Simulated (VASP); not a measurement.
# La2SnO4 (I4/mmm) in VASP: further runs

The runs below take La2SnO4 through single point, relaxation of cell and atoms, with PBE.

All numbers are computed with VASP 6.6.1; they aren't measurements. Logs are shortened: lines on timing, memory, paths and dates and some standing lists are left out, and cuts for length are marked.

## (1) The cell of the first run

The structure is tetragonal, space group I4/mmm (No. 139). The conventional cell has a = 4.285 Å, b = 4.285 Å, c = 12.738 Å, α = 90.00°, β = 90.00°, γ = 90.00°. Within 3.2 Å of La (site symmetry 4mm) lie 8 O at 2.44 to 2.95 Å. Sn (site symmetry 4/mmm) has 4 O at 2.14 Å within 2.8 Å. O (site symmetry mmm) has 2 Sn at 2.14 Å within 2.8 Å. O (site symmetry -4m2) has 4 La at 2.44 Å and 6 O at 3.03 to 3.18 Å within 3.2 Å.

The cell was generated, and may not be a known phase.

## (2) Single point, PBE

File INCAR:

```
ALGO = Normal
EDIFF = 1E-6
ENCUT = 520
GGA = PE
ISIF = 2
ISMEAR = 0
LASPH = T
LCHARG = F
LREAL = F
LWAVE = F
NBANDS = 39
NELM = 80
PREC = Accurate
SIGMA = 0.15
```

File KPOINTS:

```
k-points
0
Gamma
  4 4 4
```

File POSCAR:

```
La2SnO4
1.0
   -2.1423720214      2.1423720214      6.3688575625
    2.1423720214     -2.1423720214      6.3688575625
    2.1423720214      2.1423720214     -6.3688575625
La Sn O
2 1 4
Direct
    0.3409728076      0.3409728076      0.0000000000
    0.6590271924      0.6590271924      0.0000000000
    0.0000000000      0.0000000000      0.0000000000
    0.5000000000      0.0000000000      0.5000000000
    0.0000000000      0.5000000000      0.5000000000
    0.7500000000      0.2500000000      0.5000000000
    0.2500000000      0.7500000000      0.5000000000
```

Potentials or basis: VASP PAW PBE potentials, release 64 (La, Sn_d, O).

Started as:

```
> cat potpaw_PBE.64/La/POTCAR potpaw_PBE.64/Sn_d/POTCAR potpaw_PBE.64/O/POTCAR > POTCAR
> mpirun -np 1 vasp_std > vasp.out
```

OUTCAR:

```text
EDIFF = 1E-6
   ENCUT = 520
   GGA = PE
   ISIF = 2
   ISMEAR = 0
   LASPH = T
   LREAL = F
   NELM = 80
   PREC = Accurate

 ion  position               nearest neighbor table
   1  0.341  0.341  0.000-   6 2.44   7 2.44   7 2.44   6 2.44   3 3.64   3 3.64   3 3.64   3 3.64

   2  0.659  0.659  0.000-   6 2.44   7 2.44   7 2.44   6 2.44   3 3.64   3 3.64   3 3.64   3 3.64

   3  0.000  0.000  0.000-   4 2.14   5 2.14   5 2.14   4 2.14   1 3.64   2 3.64   2 3.64   1 3.64
                             2 3.64   1 3.64   2 3.64   1 3.64
   4  0.500  0.000  0.500-   3 2.14   3 2.14
   5  0.000  0.500  0.500-   3 2.14   3 2.14
   6  0.750  0.250  0.500-   2 2.44   1 2.44   1 2.44   2 2.44
   7  0.250  0.750  0.500-   2 2.44   1 2.44   1 2.44   2 2.44

  LATTYP: Found a body centered tetragonal cell.
 ALAT       =     4.2847440428
 C/A-ratio  =     2.9728065429

  Lattice vectors:

 A1 = (  -2.1423720214,   2.1423720214,   6.3688575625)
 A2 = (   2.1423720214,  -2.1423720214,   6.3688575625)
 A3 = (   2.1423720214,   2.1423720214,  -6.3688575625)

Analysis of symmetry for initial positions (statically):
=====================================================================
 Subroutine PRICEL returns:
 Original cell was already a primitive cell.

 Routine SETGRP: Setting up the symmetry group for a
 body centered tetragonal supercell.

 Subroutine GETGRP returns: Found 16 space group operations
 (whereof 16 operations were pure point group operations)
 out of a pool of 16 trial point group operations.

The static configuration has the point symmetry D_4h.

Analysis of symmetry for dynamics (positions and initial velocities):
=====================================================================
 Subroutine PRICEL returns:
 Original cell was already a primitive cell.

 Routine SETGRP: Setting up the symmetry group for a
 body centered tetragonal supercell.

 Subroutine GETGRP returns: Found 16 space group operations
 (whereof 16 operations were pure point group operations)
 out of a pool of 16 trial point group operations.

The dynamic configuration has the point symmetry D_4h.

 Subroutine INISYM returns: Found 16 space group operations
 (whereof 16 operations are pure point group operations),
 and found     1 'primitive' translations

----------------------------------------------------------------------------------------

                                     Primitive cell
[... 93 lines left out ...]
   IBRION =     -1    ionic relax: 0-MD 1-quasi-New 2-CG
   NFREE  =      0    steps in history (QN), initial steepest desc. (CG)
   ISIF   =      2    stress and relaxation
   ISYM   =      2    0-nonsym 1-usesym 2-fastsym
   POTIM  = 0.5000    time-step for ionic-motion
   TEBEG  =    0.0;   TEEND  =   0.0 temperature during run
   PSTRESS=    0.0 pullay stress
   NELECT =      60.0000    total number of electrons
   NUPDOWN=      -1.0000    fix difference up-down
   EMIN   =  10.00;   EMAX   =-10.00  energy-range for DOS
   EFERMI =   0.00;   METHOD = LEGACY
   ISMEAR =     0;   SIGMA  =   0.15  broadening in eV -4-tet -1-fermi 0-gaus
   EFERMI_NEDOS =   21; number of points for ismear=-14 and -15
   IALGO  =     38    algorithm
   IMIX   =      4    mixing-type and parameters
     AMIX     =   0.40;   BMIX     =  1.00
     AMIX_MAG =   1.60;   BMIX_MAG =  1.00
  volume/ion in A,a.u.               =      16.70       112.72
  Fermi-wavevector in a.u.,A,eV,Ry     =   1.310654  2.476777 23.372287  1.717815
  Thomas-Fermi vector in A             =   2.441170
   LORBIT       =      0    0 simple, 1 ext, 2 COOP (PROOUT), +10 PAW based schemes
   GGA     = PE    functional components
   LHFCALC =     F    Hartree Fock is set to
   AEXX    =    0.0000 exact exchange contribution
   IVDW    =     0    specifies the selected vdW correction
   LEPSILON=     F    determine dielectric tensor
   LRPA    =     F    only Hartree local field effects (RPA)
 non-spin polarized calculation
 Gauss-broadening in eV      SIGMA  =   0.15
  energy-cutoff  :      520.00
  volume of cell :      116.93
 maximum number of plane-waves:      3184
 NGX is ok and might be reduce to    54
   NGX = 27   NGY = 27   NGZ = 27

 number of electron      60.0000010 magnetization

 Free energy of the ion-electron system (eV)
  ---------------------------------------------------
  ext. energy  EPLUGINS =         0.00000000
  ---------------------------------------------------
  free energy    TOTEN  =       -51.69605794 eV

  energy without entropy =      -51.67859117  energy(sigma->0) =      -51.68732455

 E-fermi :   8.2653     XC(G=0): -10.5056

 val. band max:        8.2042035344   @ k =   0.5000   0.0000   0.0000
 cond. band min:       8.2929082622   @ k =  -0.2500   0.2500   0.0000
 fundamental gap:      0.0887047278
 Fermi energy:         8.2652937185

 k-point     1 :       0.0000    0.0000    0.0000
  band No.  band energies     occupation
      1     -24.3514      2.00000
      2     -24.1662      2.00000
      3     -13.9994      2.00000
      4     -13.7505      2.00000
      5     -13.4221      2.00000
      6     -13.4221      2.00000
[... 535 lines left out ...]
     38      10.6670      0.00000
     39      10.6676      0.00000

------------------------ aborting loop because EDIFF is reached ----------------------------------------

  FORCE on cell =-STRESS in cart. coord.  units (eV):
  Direction    XX          YY          ZZ          XY          YZ          ZX
  --------------------------------------------------------------------------------------
  -------------------------------------------------------------------------------------
  Total       -0.1551059     -0.1551059     -0.3861462     -0.0000000      0.0000000      0.0000000
  in kB       -2.1253362     -2.1253362     -5.2911622     -0.0000000      0.0000000      0.0000000
  external PRESSURE =      -3.1806116 kB  Pullay stress =       0.0000000 kB

 VOLUME and BASIS-vectors are now :
 -----------------------------------------------------------------------------
  energy-cutoff  :      520.00
  volume of cell :      116.93
      direct lattice vectors                 reciprocal lattice vectors
    -2.142372021  2.142372021  6.368857562     0.000000000  0.233386170  0.078507016
     2.142372021 -2.142372021  6.368857562     0.233386170  0.000000000  0.078507016
     2.142372021  2.142372021 -6.368857562     0.233386170  0.233386170  0.000000000

 POSITION                                       TOTAL-FORCE (eV/Angst)
 -----------------------------------------------------------------------------------
      0.00000      0.00000      4.34321         0.000000      0.000000     -0.016431
      0.00000      0.00000      8.39450        -0.000000     -0.000000      0.016431
      0.00000      0.00000      0.00000         0.000000      0.000000     -0.000000
      0.00000      2.14237      0.00000         0.000000      0.000000     -0.000000
      2.14237      0.00000      0.00000         0.000000      0.000000     -0.000000
      0.00000      2.14237      3.18443         0.000000      0.000000     -0.000000
      2.14237      0.00000      3.18443         0.000000      0.000000     -0.000000
 -----------------------------------------------------------------------------------
    total drift:                                0.000000      0.000000      0.000000

  FREE ENERGIE OF THE ION-ELECTRON SYSTEM (eV)
  ---------------------------------------------------
  free  energy   TOTEN  =       -51.6960579396 eV

  energy  without entropy=      -51.6785911674  energy(sigma->0) =      -51.68732455
```

stdout:

```text
POSCAR found type information on POSCAR LaSnO
 POSCAR found :  3 types and       7 ions
 scaLAPACK will be used
 LDA part: xc-table for (Slater+PW92), standard interpolation
 POSCAR, INCAR and KPOINTS ok, starting setup
 FFT: planning ... GRIDC
 FFT: planning ... GRID_SOFT
 FFT: planning ... GRID
 WAVECAR not read
 entering main loop
```

It took 2 min on 1 thread of Intel Xeon 6975P-C (Granite Rapids), shared host; peak memory 0.42 GiB.

What came out:

```yaml
Free_energy: -51.6961 eV
Pressure: -0.3 GPa
Largest_force: 0.016 eV/Å
Band_gap_on_the_k_mesh: 0.09 eV (least direct gap 0.40 eV)
```

Forces in eV/Å, atoms in the order of the input:
```
La   0.000  0.000 -0.016
La   0.000  0.000  0.016
Sn   0.000  0.000  0.000
O    0.000  0.000  0.000
O    0.000  0.000  0.000
O    0.000  0.000  0.000
O    0.000  0.000  0.000
```

Levels at points of the mesh, in eV from the valence-band top:
| k point | band 26 | band 27 | band 28 | band 29 | band 30 | band 31 | band 32 | band 33 | band 34 | band 35 |
| --- | --- | --- | --- | --- | --- | --- | --- | --- | --- | --- |
| (0.00, 0.00, 0.00) | -3.73 | -3.73 | -3.61 | -3.01 | -3.01 | 1.57 | 1.78 | 2.09 | 2.41 | 2.41 |
| (0.50, 0.00, 0.00) | -3.79 | -3.42 | -3.41 | -3.05 | 0.00 | 0.40 | 2.07 | 2.31 | 2.32 | 2.36 |
| (0.50, 0.50, 0.00) | -3.28 | -3.05 | -2.93 | -2.83 | -0.95 | 0.95 | 2.18 | 2.20 | 2.35 | 2.36 |
| (0.50, 0.50, 0.50) | -3.23 | -3.23 | -3.23 | -3.23 | -3.02 | 1.13 | 1.85 | 2.09 | 2.38 | 2.42 |

Caveat: semilocal functionals underestimate gaps, and a narrow one can read as zero; spin-orbit coupling is left out, which moves the levels of the heavy elements.

## (3) Relaxation of cell and atoms, PBE

This run uses another cell than the first one, of 17.05 Å³/atom.

File INCAR:

```
  PREC = Accurate
  ENCUT = 600
  EDIFF = 1E-7
  ISMEAR = 0
  SIGMA = 0.15
  LREAL = False
  LASPH = True
  NELM = 100
  ALGO = Normal
  ISIF = 3
  LWAVE = False
  LCHARG = False
  GGA = PE
  IBRION = 2
  NSW = 36
  EDIFFG = -0.08
```

File KPOINTS:

```
regular mesh
0
Gamma
  4 4 4
```

File POSCAR:

```
La2SnO4
1.0
   -2.1382256800      2.1382256800      6.5276133200
    2.1382256800     -2.1382256800      6.5276133200
    2.1382256800      2.1382256800     -6.5276133200
La Sn O
2 1 4
Direct
    0.3529000000      0.3529000000      0.0000000000
    0.6471000000      0.6471000000      0.0000000000
    0.0000000000      0.0000000000      0.0000000000
    0.5000000000      0.0000000000      0.5000000000
    0.0000000000      0.5000000000      0.5000000000
    0.7500000000      0.2500000000      0.5000000000
    0.2500000000      0.7500000000      0.5000000000
```

Potentials or basis: VASP PAW PBE potentials, release 64 (La, Sn_d, O).

Started as:

```
> cat potpaw_PBE.64/La/POTCAR potpaw_PBE.64/Sn_d/POTCAR potpaw_PBE.64/O/POTCAR > POTCAR
> mpirun -np 1 vasp_std > vasp.out
```

OUTCAR:

```text
PREC = Accurate
   ENCUT = 600
   EDIFF = 1E-7
   ISMEAR = 0
   LREAL = False
   LASPH = True
   NELM = 100
   ISIF = 3
   GGA = PE
   IBRION = 2
   NSW = 36
   EDIFFG = -0.08

 ion  position               nearest neighbor table
   1  0.353  0.353  0.000-   6 2.53   7 2.53   7 2.53   6 2.53   3 3.58   3 3.58   3 3.58   3 3.58

   2  0.647  0.647  0.000-   7 2.53   6 2.53   6 2.53   7 2.53   3 3.58   3 3.58   3 3.58   3 3.58

   3  0.000  0.000  0.000-   4 2.14   5 2.14   5 2.14   4 2.14   2 3.58   2 3.58   2 3.58   1 3.58
                             2 3.58   1 3.58   1 3.58   1 3.58
   4  0.500  0.000  0.500-   3 2.14   3 2.14
   5  0.000  0.500  0.500-   3 2.14   3 2.14
   6  0.750  0.250  0.500-   1 2.53   2 2.53   1 2.53   2 2.53
   7  0.250  0.750  0.500-   1 2.53   2 2.53   1 2.53   2 2.53

  LATTYP: Found a body centered tetragonal cell.
 ALAT       =     4.2764513600
 C/A-ratio  =     3.0528177550

  Lattice vectors:

 A1 = (  -2.1382256800,   2.1382256800,   6.5276133200)
 A2 = (   2.1382256800,  -2.1382256800,   6.5276133200)
 A3 = (   2.1382256800,   2.1382256800,  -6.5276133200)

Analysis of symmetry for initial positions (statically):
=====================================================================
[... 161 lines left out ...]

--------------------------------------- Ionic step        1  -------------------------------------------

 number of electron      60.0000007 magnetization

 Free energy of the ion-electron system (eV)
  ---------------------------------------------------
  ext. energy  EPLUGINS =         0.00000000
  ---------------------------------------------------
  free energy    TOTEN  =       -51.24748304 eV

  energy without entropy =      -51.23609793  energy(sigma->0) =      -51.24179048

------------------------ aborting loop because EDIFF is reached ----------------------------------------

  FORCE on cell =-STRESS in cart. coord.  units (eV):
  Direction    XX          YY          ZZ          XY          YZ          ZX
  --------------------------------------------------------------------------------------
  -------------------------------------------------------------------------------------
  Total       -1.8417128     -1.8417128     -4.7857518      0.0000000      0.0000000      0.0000000
  in kB      -24.7178676    -24.7178676    -64.2301974      0.0000000      0.0000000      0.0000000
  external PRESSURE =     -37.8886442 kB  Pullay stress =       0.0000000 kB
[... 151 lines left out ...]
--------------------------------------- Ionic step        5  -------------------------------------------

 number of electron      59.9999997 magnetization

 Free energy of the ion-electron system (eV)
  ---------------------------------------------------
  ext. energy  EPLUGINS =         0.00000000
  ---------------------------------------------------
  free energy    TOTEN  =       -51.70999848 eV

  energy without entropy =      -51.69321586  energy(sigma->0) =      -51.70160717

 E-fermi :   8.3093     XC(G=0): -10.5334

 val. band max:        8.2424262619   @ k =   0.5000  -0.0000   0.0000
 cond. band min:       8.3432875502   @ k =  -0.2500   0.2500   0.0000
 fundamental gap:      0.1008612883
 Fermi energy:         8.3092603773

 k-point     1 :       0.0000    0.0000    0.0000
  band No.  band energies     occupation
      1     -24.2832      2.00000
      2     -24.0959      2.00000
      3     -13.9623      2.00000
      4     -13.7132      2.00000
      5     -13.3842      2.00000
      6     -13.3842      2.00000
[... 530 lines left out ...]
  FREE ENERGIE OF THE ION-ELECTRON SYSTEM (eV)
  ---------------------------------------------------
  free  energy   TOTEN  =       -51.7099984751 eV

  energy  without entropy=      -51.6932158588  energy(sigma->0) =      -51.70160717

 reached required accuracy - stopping structural energy minimisation
```

OSZICAR:

```text
N       E                     dE             d eps       ncg     rms          rms(c)
DAV:   1     0.784496550746E+03    0.78450E+03   -0.27388E+04   984   0.287E+03
DAV:   2     0.193783095655E+03   -0.59071E+03   -0.56126E+03  1168   0.505E+02
DAV:   3    -0.186903632021E+02   -0.21247E+03   -0.20760E+03  1520   0.289E+02
[... 64 lines left out ...]
DAV:   6    -0.517099908242E+02    0.88512E-06   -0.12172E-04  1648   0.103E-01    0.122E-02
DAV:   7    -0.517099986276E+02   -0.78034E-05   -0.41754E-05  1692   0.565E-02    0.696E-03
DAV:   8    -0.517099981492E+02    0.47836E-06   -0.12624E-05  1624   0.253E-02    0.394E-03
DAV:   9    -0.517099984394E+02   -0.29024E-06   -0.15548E-06  1664   0.121E-02    0.251E-03
DAV:  10    -0.517099984751E+02   -0.35662E-07   -0.66061E-07  1088   0.627E-03
   5 F= -.51709998E+02 E0= -.51701607E+02  d E =-.540265E-01
```

It took 9.8 min on 1 thread of Intel Xeon 6975P-C (Granite Rapids), shared host; peak memory 0.56 GiB.

Results:

```yaml
Free_energy: -51.7100 eV
Relaxed_volume: 16.62 Å³/atom
Relaxed_cell: a = 7.021 Å, b = 7.021 Å, c = 7.021 Å, α = 144.45°, β = 144.45°, γ = 51.15°
Space_group_after_relaxing_to_0.1_Å: I4/mmm (No. 139)
Energy_gained_by_relaxing: 66.1 meV/atom
Ionic_steps: 5
Pressure_after_relaxing: -0.2 GPa
Largest_force_after_relaxing: 0.078 eV/Å
Band_gap_on_the_k_mesh: 0.10 eV (least direct gap 0.41 eV)
```

Forces in eV/Å, atoms in the order of the input:
```
La   0.000  0.000 -0.078
La   0.000  0.000  0.078
Sn   0.000  0.000  0.000
O    0.000  0.000  0.000
O    0.000  0.000  0.000
O    0.000  0.000  0.000
O    0.000  0.000  0.000
```

The path:
| step | energy change (eV) | largest force (eV/Å) | pressure (GPa) | volume (Å³) |
| --- | --- | --- | --- | --- |
| 1 | 0.0000 | 2.6037 | -3.79 | 119.38 |
| 2 | -0.4064 | 0.2510 | 3.75 | 112.53 |
| 3 | -0.4085 | 0.4229 | 3.14 | 112.97 |
| 4 | -0.4599 | 0.0071 | -0.86 | 117.11 |
| 5 | -0.4625 | 0.0779 | -0.16 | 116.34 |

Final structure:
```xyz
7
Lattice="-2.1430 2.1430 6.3328 2.1430 -2.1430 6.3328 2.1430 2.1430 -6.3328" Properties=species:S:1:pos:R:3 pbc="T T T"
La    0.0000    0.0000    4.3240
La    0.0000    0.0000    8.3416
Sn    0.0000    0.0000    0.0000
O     0.0000    2.1430    0.0000
O     2.1430    0.0000    0.0000
O     0.0000    2.1430    3.1664
O     2.1430    0.0000    3.1664
```

Caveat: semilocal functionals underestimate gaps, and a narrow one can read as zero; spin-orbit coupling is left out, which moves the levels of the heavy elements; the relaxation stopped at a loose force limit of 0.08 eV/Å, so its end isn't a converged minimum. A k mesh can miss the band edges.
